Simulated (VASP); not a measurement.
# BH3W12C12 in VASP: single point with LDA

Aim: the single point of BH3W12C12 with LDA.

Everything below comes from runs of VASP 6.6.1. Logs are shortened: lines on timing, memory, paths and dates and some standing lists are left out, and cuts for length are marked.

## Step 1: The cell of the first run

The cell holds a slab with vacuum, 28 atoms: a = 5.796 Å, b = 5.796 Å, c = 19.072 Å, α = 90.00°, β = 90.00°, γ = 120.00°.

## Step 2: Single point, LDA

INCAR reads:

```
PREC     = Accurate       # precision mode
ENCUT    = 520            # plane-wave cutoff, eV
EDIFF    = 1E-6           # SCF threshold, eV
ISMEAR   = -1             # smearing method
SIGMA    = 0.05           # smearing width, eV
LREAL    = Auto         
LASPH    = T              # aspherical terms in the spheres
NELM     = 100            # most SCF steps
ALGO     = Normal         # electronic algorithm
ISIF     = 2              # what is computed and relaxed
LWAVE    = F              # write WAVECAR
LCHARG   = T              # write CHGCAR
GGA      = CA             # functional
LELF     = T              # ELF
LVHAR    = T            
NBANDS   = 131            # bands
```

KPOINTS reads:

```
Automatic mesh
0
Gamma
  3 3 1
```

POSCAR reads:

```
BH3W12C12
1.0
    5.7958000000      0.0000000000      0.0000000000
   -2.8979000000      5.0193100000      0.0000000000
    0.0000000000      0.0000000000     19.0722500000
W C B H
12 12 1 3
Direct
    0.0000000000      0.0000000000      0.0524321986
   -0.0004246710     -0.0001257145      0.1999564288
    0.0014666872     -0.0006229940      0.3503457641
    0.0000000000      0.5000000000      0.0524321986
    0.0000000000      0.5000000000      0.1984918927
    0.0000000000      0.5000000000      0.3401777452
    0.5000000000      0.0000000000      0.0524321986
    0.5001256767     -0.0002990451      0.1999564288
    0.5006230075      0.0020897295      0.3503457641
    0.5000000000      0.5000000000      0.0524321986
    0.5002989942      0.5004247596      0.1999564288
    0.4979103053      0.4985332645      0.3503457641
    0.3333333665      0.1666667331      0.1265949219
    0.3333333665      0.1666667331      0.2742220241
    0.3333333665      0.1666667331      0.4084809606
    0.3333333665      0.6666667331      0.1265949219
    0.3363191763      0.6682820946      0.2713741168
    0.2962177470      0.6563814548      0.4200998309
    0.8333333665      0.1666667331      0.1265949219
    0.8319629348      0.1636808645      0.2713741168
    0.8601637384      0.2037823924      0.4200998309
    0.8333333665      0.6666667331      0.1265949219
    0.8317178890      0.6680370409      0.2713741168
    0.8436186143      0.6398363520      0.4200998309
    0.0000000000      0.5000000000      0.4493314633
   -0.3414677776      0.0969402169      0.4483931891
    0.4030598467      0.5615919320      0.4483931891
   -0.0615918966      0.8414678512      0.4483931891
```

Potentials or basis: VASP PAW LDA potentials, release 64 (W_sv, C, B, H).

Run with:

```bash
$ cat potpaw_LDA.64/W_sv/POTCAR potpaw_LDA.64/C/POTCAR potpaw_LDA.64/B/POTCAR potpaw_LDA.64/H/POTCAR > POTCAR
$ mpirun -np 1 vasp_std > vasp.out
```

OUTCAR:

```text
PREC = Accurate
   ENCUT = 520
   EDIFF = 1E-6
   ISMEAR = -1
   LREAL = Auto
   LASPH = T
   NELM = 100
   ISIF = 2
   GGA = CA

 ion  position               nearest neighbor table
   1  0.000  0.000  0.052-  22 2.19  13 2.19  19 2.19   2 2.81  10 2.90   4 2.90   4 2.90  10 2.90
                             7 2.90   7 2.90
   2  1.000  1.000  0.200-  20 2.15  23 2.15  19 2.18  22 2.18  13 2.18  14 2.19   1 2.81   3 2.87
                            11 2.89   8 2.89   5 2.90   5 2.90   8 2.90  11 2.90
   3  0.001  0.999  0.350-  15 2.00  28 2.03  21 2.19  14 2.21  23 2.24  24 2.25  20 2.25   2 2.87
                            12 2.89   9 2.89   6 2.90   9 2.91  12 2.91   6 2.91
   4  0.000  0.500  0.052-  19 2.19  16 2.19  22 2.19   5 2.79   7 2.90   1 2.90   1 2.90   7 2.90
                            10 2.90  10 2.90
   5  0.000  0.500  0.198-  19 2.16  16 2.16  22 2.16  20 2.19  23 2.19  17 2.19   6 2.70   4 2.79
                             8 2.90   2 2.90  11 2.90  11 2.90   2 2.90   8 2.90
   6  0.000  0.500  0.340-  25 2.08  21 2.13  24 2.13  18 2.13  20 2.14  23 2.14  17 2.14   5 2.70
                             9 2.90   3 2.90  12 2.90  12 2.91   3 2.91   9 2.91
   7  0.500  0.000  0.052-  16 2.19  19 2.19  13 2.19   8 2.81  10 2.90   4 2.90  10 2.90   4 2.90
                             1 2.90   1 2.90
   8  0.500  1.000  0.200-  17 2.15  20 2.15  16 2.18  19 2.18  13 2.18  14 2.19   7 2.81   9 2.87
                            11 2.89   2 2.89   5 2.90   5 2.90   2 2.90  11 2.90
   9  0.501  0.002  0.350-  15 2.00  26 2.03  18 2.19  14 2.21  20 2.24  21 2.25  17 2.25   8 2.87
                            12 2.89   3 2.89   6 2.90   3 2.91  12 2.91   6 2.91
  10  0.500  0.500  0.052-  13 2.19  22 2.19  16 2.19  11 2.81   1 2.90   7 2.90   7 2.90   1 2.90
                             4 2.90   4 2.90
  11  0.500  0.500  0.200-  23 2.15  17 2.15  22 2.18  16 2.18  13 2.18  14 2.19  10 2.81  12 2.87
                             8 2.89   2 2.89   5 2.90   5 2.90   2 2.90   8 2.90
  12  0.498  0.499  0.350-  15 2.00  27 2.03  24 2.19  14 2.21  17 2.24  18 2.25  23 2.25  11 2.87
                             9 2.89   3 2.89   6 2.90   3 2.91   9 2.91   6 2.91
  13  0.333  0.167  0.127-  11 2.18   2 2.18   8 2.18  10 2.19   1 2.19   7 2.19
  14  0.333  0.167  0.274-  11 2.19   2 2.19   8 2.19  12 2.21   9 2.21   3 2.21
  15  0.333  0.167  0.408-  12 2.00   9 2.00   3 2.00
  16  0.333  0.667  0.127-   5 2.16   8 2.18  11 2.18   7 2.19   4 2.19  10 2.19
  17  0.336  0.668  0.271-   6 2.14   8 2.15  11 2.15   5 2.19  12 2.24   9 2.25
  18  0.296  0.656  0.420-  27 1.15  25 1.59   6 2.13   9 2.19  12 2.25
  19  0.833  0.167  0.127-   5 2.16   2 2.18   8 2.18   4 2.19   7 2.19   1 2.19
  20  0.832  0.164  0.271-   6 2.14   2 2.15   8 2.15   5 2.19   9 2.24   3 2.25
  21  0.860  0.204  0.420-  26 1.15  25 1.59   6 2.13   3 2.19   9 2.25
  22  0.833  0.667  0.127-   5 2.16  11 2.18   2 2.18   1 2.19  10 2.19   4 2.19
  23  0.832  0.668  0.271-   6 2.14  11 2.15   2 2.15   5 2.19   3 2.24  12 2.25
  24  0.844  0.640  0.420-  28 1.15  25 1.59   6 2.13  12 2.19   3 2.25
  25  0.000  0.500  0.449-  21 1.59  24 1.59  18 1.59   6 2.08
  26  0.659  0.097  0.448-  21 1.15   9 2.03
  27  0.403  0.562  0.448-  18 1.15  12 2.03
  28  0.938  0.841  0.448-  24 1.15   3 2.03

  LATTYP: Found a hexagonal cell.
 ALAT       =     5.7958000000
 C/A-ratio  =     3.2907018876

  Lattice vectors:

 A1 = (   5.7958000000,   0.0000000000,   0.0000000000)
 A2 = (  -2.8979000000,   5.0193100000,   0.0000000000)
 A3 = (   0.0000000000,   0.0000000000,  19.0722500000)

Analysis of symmetry for initial positions (statically):
=====================================================================
 Subroutine PRICEL returns:
 Original cell was already a primitive cell.

 Routine SETGRP: Setting up the symmetry group for a
 hexagonal supercell.

 Subroutine GETGRP returns: Found  3 space group operations
 (whereof  1 operations were pure point group operations)
 out of a pool of 24 trial point group operations.

The static configuration has the point symmetry C_1 .
 The point group associated with its full space group is C_3 .

Analysis of symmetry for dynamics (positions and initial velocities):
=====================================================================
 Subroutine PRICEL returns:
 Original cell was already a primitive cell.

 Routine SETGRP: Setting up the symmetry group for a
 hexagonal supercell.

 Subroutine GETGRP returns: Found  3 space group operations
 (whereof  1 operations were pure point group operations)
 out of a pool of 24 trial point group operations.

The dynamic configuration has the point symmetry C_1 .
 The point group associated with its full space group is C_3 .

 Subroutine INISYM returns: Found  3 space group operations
 (whereof  1 operations are pure point group operations),
[... 82 lines left out ...]
 Grid dimensions read from file:
 generate k-points for:    3    3    1

 Generating k-lattice:

  Cartesian coordinates                     Fractional coordinates (reciprocal lattice)
     0.057512912  0.033205095  0.000000000     0.333333333  0.000000000  0.000000000
     0.000000000  0.066410191  0.000000000     0.000000000  0.333333333  0.000000000
     0.000000000  0.000000000  0.052432199     0.000000000  0.000000000  1.000000000

  Length of vectors
     0.066410190  0.066410191  0.052432199

  Shift w.r.t. Gamma in fractional coordinates (k-lattice)
     0.000000000  0.000000000  0.000000000

 Subroutine IBZKPT returns following result:
 ===========================================

 Found      3 irreducible k-points:

 Following reciprocal coordinates:
            Coordinates               Weight
  0.000000  0.000000  0.000000      1.000000
  0.333333 -0.000000  0.000000      6.000000
  0.333333  0.333333  0.000000      2.000000
   k-points           NKPTS =      3   k-points in BZ     NKDIM =      3   number of bands    NBANDS=    131
   number of dos      NEDOS =    301   number of ions     NIONS =     28
   total plane-waves  NPLWV = 331776
   dimension x,y,z NGX =    48 NGY =   48 NGZ =  144
   dimension x,y,z NGXF=    96 NGYF=   96 NGZF=  288
   ions per type =              12  12   1   3
   NGX,Y,Z   is equivalent  to a cutoff of  13.77, 13.77, 12.55 a.u.
   NGXF,Y,Z  is equivalent  to a cutoff of  27.54, 27.54, 25.10 a.u.
 SYSTEM =  unknown system
   PREC   = accura    normal or accurate (medium, high low for compatibility)
   ISTART =      0    job   : 0-new  1-cont  2-samecut
   ICHARG =      2    charge: 1-file 2-atom 10-const
   ISPIN  =      1    spin polarized calculation?
   LNONCOLLINEAR =      F non collinear calculations
   LSORBIT =      F    spin-orbit coupling
   LASPH  =      T    aspherical Exc in radial PAW
   ENCUT  =  520.0 eV  38.22 Ry    6.18 a.u.  10.78 10.78 35.46*2*pi/ulx,y,z
   NELM   =    100;   NELMIN=  2; NELMDL= -5     # of ELM steps
   EDIFF  = 0.1E-05   stopping-criterion for ELM
   LREAL  =      T    real-space projection
   EDIFFG = 0.1E-04   stopping-criterion for IOM
   NSW    =      0    number of steps for IOM
   IBRION =     -1    ionic relax: 0-MD 1-quasi-New 2-CG
   NFREE  =      0    steps in history (QN), initial steepest desc. (CG)
   ISIF   =      2    stress and relaxation
   ISYM   =      2    0-nonsym 1-usesym 2-fastsym
   POTIM  = 0.5000    time-step for ionic-motion
   TEBEG  =    0.0;   TEEND  =   0.0 temperature during run
   PSTRESS=    0.0 pullay stress
   NELECT =     222.0000    total number of electrons
   NUPDOWN=      -1.0000    fix difference up-down
   EMIN   =  10.00;   EMAX   =-10.00  energy-range for DOS
   EFERMI =   0.00;   METHOD = LEGACY
   ISMEAR =    -1;   SIGMA  =   0.05  broadening in eV -4-tet -1-fermi 0-gaus
   EFERMI_NEDOS =   21; number of points for ismear=-14 and -15
   IALGO  =     38    algorithm
   IMIX   =      4    mixing-type and parameters
     AMIX     =   0.40;   BMIX     =  1.00
     AMIX_MAG =   1.60;   BMIX_MAG =  1.00
  volume/ion in A,a.u.               =      19.82       133.72
  Fermi-wavevector in a.u.,A,eV,Ry     =   1.206348  2.279668 19.800234  1.455276
  Thomas-Fermi vector in A             =   2.342018
   LORBIT       =      0    0 simple, 1 ext, 2 COOP (PROOUT), +10 PAW based schemes
   GGA     = CA    functional components
   LHFCALC =     F    Hartree Fock is set to
   AEXX    =    0.0000 exact exchange contribution
   IVDW    =     0    specifies the selected vdW correction
   LEPSILON=     F    determine dielectric tensor
   LRPA    =     F    only Hartree local field effects (RPA)
 non-spin polarized calculation
  energy-cutoff  :      520.00
  volume of cell :      554.83
 maximum number of plane-waves:     14967
 NGX is ok and might be reduce to    48
   NGX = 21   NGY = 21   NGZ = 71

 number of electron     221.9999982 magnetization

 Free energy of the ion-electron system (eV)
  ---------------------------------------------------
  ext. energy  EPLUGINS =         0.00000000
  ---------------------------------------------------
  free energy    TOTEN  =      -299.64706365 eV

  energy without entropy =     -299.56662302  energy(sigma->0) =     -299.60684333

 E-fermi :   2.7269     XC(G=0):  -7.6213

 val. band max:        2.2340823451   @ k =   0.0000   0.0000   0.0000
 cond. band min:       2.7684063086   @ k =   0.3333   0.3333   0.0000
 fundamental gap:      0.5343239635
 Fermi energy:         2.7268675913

 k-point     1 :       0.0000    0.0000    0.0000
  band No.  band energies     occupation
      1     -71.2295      2.00000
      2     -71.1752      2.00000
      3     -71.1752      2.00000
      4     -71.1452      2.00000
      5     -71.1245      2.00000
      6     -71.1151      2.00000
[... 367 lines left out ...]
    122       4.3971      0.00000
    123       4.4588      0.00000
 [bands above 123 left out]

------------------------ aborting loop because EDIFF is reached ----------------------------------------

  FORCE on cell =-STRESS in cart. coord.  units (eV):
  Direction    XX          YY          ZZ          XY          YZ          ZX
  --------------------------------------------------------------------------------------
  -------------------------------------------------------------------------------------
  Total      -14.2769493    -14.2769491     -3.2945474      0.0000001      0.0000000     -0.0000000
  in kB      -41.2274676    -41.2274670     -9.5136462      0.0000002      0.0000000     -0.0000000
  external PRESSURE =     -30.6561936 kB  Pullay stress =       0.0000000 kB

 VOLUME and BASIS-vectors are now :
 -----------------------------------------------------------------------------
  energy-cutoff  :      520.00
  volume of cell :      554.83
      direct lattice vectors                 reciprocal lattice vectors
     5.795800000  0.000000000  0.000000000     0.172538735  0.099615286  0.000000000
    -2.897900000  5.019310000  0.000000000     0.000000000  0.199230572  0.000000000
     0.000000000  0.000000000 19.072250000     0.000000000  0.000000000  0.052432199

 POSITION                                       TOTAL-FORCE (eV/Angst)
 -----------------------------------------------------------------------------------
      0.00000      0.00000      1.00000         0.016777      0.011680      1.127749
      2.89580      5.01868      3.81362         0.011751      0.006344     -0.004663
     -2.88759      5.01618      6.68188        -0.037125     -0.026441      0.002566
     -1.44895      2.50965      1.00000         0.000000     -0.000000      0.863943
     -1.44895      2.50965      3.78569         0.000000     -0.000000     -0.014293
     -1.44895      2.50965      6.48796         0.000000     -0.000000     -0.036932
[... 20 lines left out ...]
      0.70862      2.81880      8.55187         0.034244     -0.020595      0.036896
      3.00034      4.22359      8.55187         0.000714      0.039954      0.036896
 -----------------------------------------------------------------------------------
    total drift:                               -0.000027     -0.000681      0.039316

  FREE ENERGIE OF THE ION-ELECTRON SYSTEM (eV)
  ---------------------------------------------------
  free  energy   TOTEN  =      -299.6470636485 eV

  energy  without entropy=     -299.5666230179  energy(sigma->0) =     -299.60684333
```

It took 12 min on 1 thread of Oxide Virtual Turin-like, shared host; peak memory 0.55 GiB.

What came out:

| Quantity | Value |
| --- | --- |
| Free energy | -299.6471 eV |
| Largest force | 1.232 eV/Å |
| Band gap on the k mesh | zero (bands 111 and 112 overlap by 0.32 eV) |

Forces in eV/Å, atoms in the order of the input:
```
W    0.017  0.012  1.128
W    0.012  0.006 -0.005
W   -0.037 -0.026  0.003
W    0.000  0.000  0.864
W    0.000  0.000 -0.014
W    0.000  0.000 -0.037
W   -0.019  0.009  1.128
W   -0.011  0.007 -0.005
W    0.041 -0.019  0.003
W    0.002 -0.020  1.128
W    0.000 -0.013 -0.005
W   -0.004  0.045  0.003
C    0.000  0.000 -1.110
C    0.000  0.000  0.024
C    0.000  0.000  0.138
C    0.175  0.086 -1.216
C    0.006  0.005  0.012
C   -0.015  0.042  0.057
C   -0.013 -0.195 -1.216
C    0.001 -0.008  0.012
C    0.044 -0.009  0.057
C   -0.162  0.109 -1.216
C   -0.008  0.003  0.012
C   -0.029 -0.034  0.057
B    0.000  0.000  0.087
H   -0.035 -0.019  0.037
H    0.034 -0.021  0.037
H    0.001  0.040  0.037
```

Levels at points of the mesh, in eV from the Fermi level:
| k point | band 108 | band 109 | band 110 | band 111 | band 112 | band 113 | band 114 | band 115 |
| --- | --- | --- | --- | --- | --- | --- | --- | --- |
| (0.00, 0.00, 0.00) | -0.49 | 0.09 | 0.34 | 0.36 | 0.36 | 0.38 | 0.38 | 0.80 |

Caveat: the k points lie up to 0.42 Å⁻¹ apart; there is no dipole correction, which matters where the two faces differ; spin-orbit coupling is left out, which moves the levels of the heavy elements.

The gap in the log of VASP goes by the Fermi energy; the results here count the filled bands.